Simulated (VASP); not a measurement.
Wanted: the native input for a VASP 6.6.1 run.

- Task: single point
- Functional: PBE
- Dispersion: D3(BJ)
- Potentials or basis: VASP PAW PBE potentials, release 64 (Rh_pv, Mg)
- Cutoff: 520 eV
- k mesh: 2 × 3 × 1
- Occupations: fermi-dirac, width 0.05 eV
- Spin: no spin polarisation
- Dipole correction: no
- Further INCAR settings: LREAL = Auto; ALGO = Normal; EDIFF = 1e-07; NBANDS = 135

The structure of MgRh16 lies in POSCAR:

```
MgRh16
1.0
    7.6000000000      0.0000000000      0.0000000000
    0.0000000000      5.3740120000      0.0000000000
    0.0000000000      0.0000000000     17.0305090000
Rh Mg
16 1
Direct
    0.2500000000      0.2500000000      0.0587182098
    0.7500000000      0.2500000000      0.0587182098
    0.2500000000      0.7500000000      0.0587182098
    0.7500000000      0.7500000000      0.0587182098
    0.0002213158      0.0012744668      0.1285661515
    0.4997071053      0.0012564170      0.1286465954
    0.0001475000      0.4987982907      0.1286444815
    0.4997707895      0.4988096417      0.1284810102
    0.2498494737      0.2497534431      0.2107992192
    0.7498475000      0.2499789729      0.2162946510
    0.2498875000      0.7501123928      0.2161001765
    0.7498551316      0.7500740601      0.2094253319
    0.0025523684      0.0027538085      0.2853127878
    0.4971355263      0.0027925133      0.2853306968
    0.0028919737      0.4970515511      0.2853325758
    0.4968622368      0.4970027979      0.2852021628
    0.7497048684      0.7478543033      0.3658038641
```

The input as run:

INCAR

```
PREC = Accurate
ENCUT = 520
EDIFF = 1E-7
ISMEAR = -1
SIGMA = 0.05
LREAL = Auto
LASPH = True
NELM = 80
ALGO = Normal
ISIF = 2
LWAVE = False
LCHARG = False
GGA = PE
IVDW = 12
NBANDS = 135
LUSENCCL = False
```

KPOINTS

```
Automatic mesh
0
Gamma
  2 3 1
```

Potentials or basis: VASP PAW PBE potentials, release 64 (Rh_pv, Mg).

Command:

```bash
$ cat potpaw_PBE.64/Rh_pv/POTCAR potpaw_PBE.64/Mg/POTCAR > POTCAR
$ mpirun -np 1 vasp_std > vasp.out
```

It gave:

```
Largest force              : 0.309 eV/Å
Band gap on the k mesh     : zero (bands 121 and 122 overlap by 0.36 eV)
Dispersion energy per atom : -0.386 eV
```

Caveat: the k points lie up to 0.41 Å⁻¹ apart; there is no dipole correction, which matters where the two faces differ.

Run time: 88 s on 1 × NVIDIA H100 80GB with 1 thread of AMD EPYC 7R13 Processor (Zen 3), with other jobs on the host, peak memory 1.6 GiB.
